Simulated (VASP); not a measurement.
Write the native input for VASP 6.6.1 that does the following.

```yaml
Task: single point
Functional: PBE
Potentials_or_basis: VASP PAW PBE potentials, release 64 (Mg, F)
Cutoff: 600 eV
k_mesh: 4 × 4 × 6
Occupations: gaussian, width 0.01 eV
Spin: no spin polarisation
Dipole_correction: no
Further_INCAR_settings: ALGO = Normal; EDIFF = 1e-06; NBANDS = 25
```

The structure of MgF2 lies in POSCAR:

```
MgF2
1.0
    4.2960354381      0.0000000000      0.0000000000
    0.0000000000      4.2960354381      0.0000000000
    0.0000000000      0.0000000000      2.8757639938
Mg F
2 4
Direct
    0.0000000000      0.0000000000      0.0000000000
    0.5000000000      0.5000000000      0.5000000000
    0.3009645914      0.3009645914      0.0000000000
    0.1990354086      0.8009645914      0.5000000000
    0.6990354086      0.6990354086      0.0000000000
    0.8009645914      0.1990354086      0.5000000000
```

These files were run (other wordings do the same):

INCAR

```
SYSTEM = MgF2
  PREC = Accurate
  ENCUT = 600
  EDIFF = 1E-6
  ISMEAR = 0
  SIGMA = 0.01
  LREAL = .FALSE.
  LASPH = .TRUE.
  NELM = 120
  ALGO = Normal
  ISIF = 2
  LWAVE = .FALSE.
  LCHARG = .FALSE.
  GGA = PE
  NBANDS = 25
  GGA_COMPAT = .FALSE.
```

KPOINTS

```
Automatic mesh
0
G
  4 4 6
  0 0 0
```

Potentials or basis: VASP PAW PBE potentials, release 64 (Mg, F).

Run with:

```sh
$ cat potpaw_PBE.64/Mg/POTCAR potpaw_PBE.64/F/POTCAR > POTCAR
$ mpirun -np 1 vasp_std > vasp.out
```

It gave:

```json
{"Pressure": "38.9 GPa", "Largest force": "0.003 eV/Å", "Band gap on the k mesh": "8.64 eV"}
```

Caveat: the cell stands under pressure.

Wall time 48 s on 1 thread of AMD EPYC 7R13, with other jobs on the host, peak memory 0.16 GiB.
